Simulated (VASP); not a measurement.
Set up this calculation in VASP 6.6.1, as the native input.

```yaml
Task: single point
Functional: PBE
Potentials_or_basis: VASP PAW PBE potentials, release 64 (Nb_sv, W_sv, Se)
Cutoff: 520 eV
k_mesh: 12 × 12 × 2
Occupations: gaussian, width 0.1 eV
Spin: no spin polarisation
Dipole_correction: no
Further_INCAR_settings: ALGO = Normal; EDIFF = 1e-06; NBANDS = 45
```

The structure of Nb2WSe5 lies in POSCAR:

```
Nb2WSe5
1.0
    3.3912274298      0.0000000000      0.0000000000
   -1.6956137149      2.9368891042      0.0000000000
    0.0000000000      0.0000000000     18.3283469581
Nb W Se
2 1 5
Direct
    0.3333333333      0.6666666667      0.5961957575
    0.3333333333      0.6666666667      0.4038042425
    0.0000000000      0.0000000000      0.0000000000
    0.3333333333      0.6666666667      0.9098152141
    0.3333333333      0.6666666667      0.0901847859
    0.0000000000      0.0000000000      0.5000000000
    0.0000000000      0.0000000000      0.6893523152
    0.0000000000      0.0000000000      0.3106476848
```

The input as run:

INCAR

```
PREC = Accurate ; ENCUT = 520
EDIFF = 1E-6 ; ISMEAR = 0
SIGMA = 0.1 ; LREAL = F
LASPH = T ; NELM = 60
ALGO = Normal ; ISIF = 2
LWAVE = F ; LCHARG = T
GGA = PE ; LELF = T
LVHAR = T ; NBANDS = 45
```

KPOINTS

```
regular mesh
0
Gamma
  12 12 2
```

Potentials or basis: VASP PAW PBE potentials, release 64 (Nb_sv, W_sv, Se).

Run with:

```bash
$ cat potpaw_PBE.64/Nb_sv/POTCAR potpaw_PBE.64/W_sv/POTCAR potpaw_PBE.64/Se/POTCAR > POTCAR
$ mpirun -np 1 vasp_std > vasp.out
```

Results of the run:

| Item | Value |
| --- | --- |
| Pressure | 0.1 GPa |
| Largest force | 0.040 eV/Å |
| Band gap on the k mesh | zero (bands 35 and 36 overlap by 0.05 eV) |

Caveat: spin-orbit coupling is left out, which moves the levels of the heavy elements; this functional lacks dispersion, which binds layers or chains, so the pressure and a relaxed spacing across them are unreliable.

Wall time 4 min on 1 thread of Intel(R) Xeon(R) 6975P-C (Granite Rapids), with other jobs on the host, peak memory 0.5 GiB.
